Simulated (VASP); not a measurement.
CuO, 4 atoms in the cell. The structure is tetragonal, space group P4/nmm (No. 129). Conventional cell: a = 3.238 Å, b = 3.238 Å, c = 4.741 Å, α = 90.00°, β = 90.00°, γ = 90.00°. Within 2.7 Å of Cu (site symmetry -4m2) lie 4 O at 2.05 Å and 4 Cu at 2.29 Å. O (site symmetry 4mm) has 4 Cu at 2.05 Å within 2.7 Å. 

| Item | Value |
| --- | --- |
| Program | VASP 6.6.1 |
| Task | single point |
| Functional | r2SCAN |
| Potentials or basis | VASP PAW PBE potentials, release 64 (Cu, O) |
| Cutoff | 520 eV |
| k mesh | 8 × 8 × 6 |
| Occupations | fermi-dirac, width 0.05 eV |
| Spin | no spin polarisation |
| Dipole correction | no |
| Further INCAR settings | ALGO = Normal; EDIFF = 1e-07; NBANDS = 25 |

Potentials or basis: VASP PAW PBE potentials, release 64 (Cu, O).

Run with:

```console
$ cat potpaw_PBE.64/Cu/POTCAR potpaw_PBE.64/O/POTCAR > POTCAR
$ cp INCAR.step1 INCAR
$ mpirun -np 1 vasp_std > vasp.out
$ cp INCAR.step2 INCAR
$ mpirun -np 1 vasp_std > vasp.out
```

Hardware: 1 thread of Intel Xeon 8259CL, on a shared host.

Problem. Estimate the wall time of this run.

Solution. It took 4.9 min on 1 thread of Intel Xeon 8259CL (shared host), peak memory 0.2 GiB. Counts: k points 60.
